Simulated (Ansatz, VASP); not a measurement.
# Hf3O: VASP beside Ansatz

INCAR

```
  PREC = Accurate
  ENCUT = 600
  EDIFF = 1E-6
  ISMEAR = 0
  SIGMA = 0.1
  LREAL = False
  LASPH = True
  NELM = 80
  ALGO = Normal
  ISIF = 3
  LWAVE = False
  LCHARG = False
  GGA = PE
  IBRION = 2
  NSW = 100
  EDIFFG = -0.01
```

Contents of KPOINTS:

```
regular mesh
0
Gamma
  12 12 12
```

File POSCAR:

```
Hf3O
1.0
    4.2110858828      0.0000000000      0.0000000000
    0.0000000000      4.2110858828      0.0000000000
    0.0000000000      0.0000000000      4.2110858828
Hf O
3 1
Direct
    0.0000000000      0.5000000000      0.5000000000
    0.5000000000      0.0000000000      0.5000000000
    0.5000000000      0.5000000000      0.0000000000
    0.0000000000      0.0000000000      0.0000000000
```

Input for Ansatz:

```yaml
crystal:
  lattice:
    - [4.2110858828, 0.0, 0.0]
    - [0.0, 4.2110858828, 0.0]
    - [0.0, 0.0, 4.2110858828]
  atoms:
    - { symbol: Hf, position: [0.0, 0.5, 0.5] }
    - { symbol: Hf, position: [0.5, 0.0, 0.5] }
    - { symbol: Hf, position: [0.5, 0.5, 0.0] }
    - { symbol: O, position: [0.0, 0.0, 0.0] }
basis:
  ecutwfc: 420
kpoints:
  mp_grid: { grid: [12, 12, 12] }
hamiltonian:
  xc: pbe
scf:
  occupations: { method: gaussian, width: 0.1 }
output:
  forces: true
  stress: true
  eigenvalues: true
relax:
  adjacent_minimum: "off"
  f_tol: 0.01
  max_steps: 80
  cell: { stress_tol: 0.05 }
```

Alike in both runs: task relaxation of cell and atoms; functional PBE; k mesh 12 × 12 × 12; occupations gaussian, width 0.1 eV; no spin polarisation.

```csv
,VASP,Ansatz
version,VASP 6.6.1,Ansatz 0.2.0
potentials or method,"VASP PAW PBE potentials, release 64 (Hf_pv, O), cutoff 600 eV","scalar-relativistic, plane waves, PAW"
valence electrons in the cell,36,84
```

VASP gave:

| Item | Value |
| --- | --- |
| gap on the k mesh at the Fermi level, each at its own relaxed structure (eV) | none |
| relaxed volume (Å³/atom) | 18.63 |
| relaxed cell length with the largest relative difference (Å) | 4.208 |

Question: Estimate Ansatz's values.

Answer: gap on the k mesh at the Fermi level, each at its own relaxed structure (eV): none; relaxed volume (Å³/atom): 18.75; relaxed cell length with the largest relative difference (Å): 4.217.

A gap of «none» marks a metal or a gap that the smearing closes. VASP's potentials hold 36 valence electrons a cell and Ansatz's 84, so a difference there can come from the potentials and not from the codes.

Spin-orbit coupling is off throughout.
